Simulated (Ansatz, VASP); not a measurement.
**N in VASP and in Ansatz**

File INCAR:

```
SYSTEM = N
PREC     = Accurate       ! precision mode
ENCUT    = 520            ! plane-wave cutoff, eV
EDIFF    = 1E-6           ! SCF threshold, eV
ISMEAR   = -1             ! smearing method
SIGMA    = 0.02           ! smearing width, eV
LREAL    = .FALSE.        ! projectors in reciprocal space
LASPH    = .TRUE.         ! aspherical terms in the spheres
NELM     = 80             ! most SCF steps
ALGO     = Normal         ! electronic algorithm
ISIF     = 2              ! what is computed and relaxed
LWAVE    = .FALSE.        ! write WAVECAR
LCHARG   = .FALSE.        ! write CHGCAR
GGA      = PE             ! functional
NBANDS   = 18             ! bands
```

Contents of KPOINTS:

```
regular mesh
0
G
  12 12 4
  0 0 0
```

File POSCAR:

```
N
1.0
    3.5804205417      0.0000000000      0.0000000000
   -1.7902102708      3.0529838241      0.0000000000
    0.0000000000      0.0000000000      7.6415144716
N
4
Direct
    0.3333333333      0.6666666667      0.3215707846
    0.3333333333      0.6666666667      0.1784292154
    0.6666666666      0.3333333333      0.8215707846
    0.6666666666      0.3333333333      0.6784292154
```

Input for Ansatz:

```yaml
crystal:
  lattice:
    - [3.5804205417, 0.0, 0.0]
    - [-1.7902102708, 3.0529838241, 0.0]
    - [0.0, 0.0, 7.6415144716]
  atoms:
    - { symbol: "N", position: [0.3333333333, 0.6666666667, 0.3215707846] }
    - { symbol: "N", position: [0.3333333333, 0.6666666667, 0.1784292154] }
    - { symbol: "N", position: [0.6666666666, 0.3333333333, 0.8215707846] }
    - { symbol: "N", position: [0.6666666666, 0.3333333333, 0.6784292154] }
kpoints:
  mp_grid: { grid: [12, 12, 4] }
  band_path:
    path:
      - [0.0, 0.0, 0.0]
      - [0.5, 0.0, 0.0]
      - [0.3333333333, 0.3333333333, 0.0]
      - [0.0, 0.0, 0.5]
      - [0.5, 0.0, 0.5]
      - [0.3333333333, 0.3333333333, 0.5]
      - [-0.041667, 0.291667, 0.0]
    npoints: 1
hamiltonian:
  xc: pbe
scf:
  occupations: { method: fermi_dirac, width: 0.02 }
  n_extra_bands: 5
output:
  forces: true
  stress: true
  eigenvalues: true
```

Change from the starting cell: uniaxial_y strain -1.5%.

Alike in both runs: task single point; functional PBE; k mesh 12 × 12 × 4; occupations fermi-dirac, width 0.02 eV; no spin polarisation.

|  | VASP | Ansatz |
| --- | --- | --- |
| version | VASP 6.6.1 | Ansatz 0.2.0 |
| potentials or method | VASP PAW PBE potentials, release 64 (N) | plane waves, PAW |
| plane-wave cutoff (eV) | 520 | 420 |
| valence electrons in the cell | 20 | 20 |

Ansatz gave:

| Property | Result |
| --- | --- |
| gap on the k mesh at the Fermi level (eV) | 7.04 |
| pressure (GPa) | 2.6 |
| traceless stress, the component that is largest in VASP (GPa) | 3.00 |
| rms of the force components (eV/Å) | 0.677 |

Question: Estimate VASP's values.

Answer: gap on the k mesh at the Fermi level (eV): 7.00; pressure (GPa): 5.1; traceless stress, the component that is largest in VASP (GPa): 8.37; rms of the force components (eV/Å): 1.805.

Atom by atom the forces differ by 1.127 eV/Å (rms over components). The functional is the same, so the differences come from potentials, cutoffs and numerics.

Noted on VASP's run: the standard files for N, O and F lose accuracy on very short bonds.
